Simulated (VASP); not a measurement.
# Pt: single point with r2SCAN

The system is Pt.

```
CELL_PARAMETERS angstrom
2.69197 0.00000 0.00000
-1.34599 2.33132 0.00000
0.00000 0.00000 4.62239
ATOMIC_POSITIONS crystal
Pt 0.66667 0.33333 0.75000
Pt 0.33333 0.66667 0.25000
```

This cell differs from its parent crystal: strain -0.015 along x and y, -0.030 along z.

- Program: VASP 6.6.1
- Task: single point
- Functional: r2SCAN
- Potentials or basis: VASP PAW PBE potentials, release 64 (Pt_sv_GW)
- Cutoff: 630 eV
- k mesh: 24 × 24 × 12
- Occupations: gaussian, width 0.15 eV
- Spin: no spin polarisation
- Dipole correction: no
- Further INCAR settings: ALGO = Normal; EDIFF = 1e-06; NBANDS = 25

```yaml
Pressure: 17.9 GPa
Band_gap_on_the_k_mesh: zero (bands 18 and 19 overlap by 1.58 eV)
```

Stress tensor (GPa, compression positive):
```
17.67  0.00  0.00
 0.00 17.67  0.00
 0.00  0.00 18.38
```

Levels at points of the mesh, in eV from the Fermi level:
```csv
k point,band 15,band 16,band 17,band 18,band 19,band 20,band 21,band 22
"(0.00, 0.00, 0.00)",-3.59,-2.28,-2.28,-0.81,-0.32,-0.32,5.71,15.75
"(0.50, 0.00, 0.00)",-3.04,0.00,0.32,0.58,2.61,4.28,8.20,9.84
"(0.00, 0.00, 0.50)",-4.05,-4.05,-1.00,-1.00,-1.00,-1.00,13.43,13.43
"(0.50, 0.00, 0.50)",-1.02,-1.02,0.47,0.47,1.86,1.86,7.50,7.50
```

It took 6.8 min on 1 thread of Intel(R) Xeon(R) 6975P-C (Granite Rapids) (shared host), peak memory 0.45 GiB.

Caveat: the cell differs from its parent crystal (strain -0.015 along x and y, -0.030 along z); the cell stands under pressure; the PAW data sets were made with another functional, which shifts forces and pressure a little; spin-orbit coupling is left out, which moves the levels of the heavy elements.
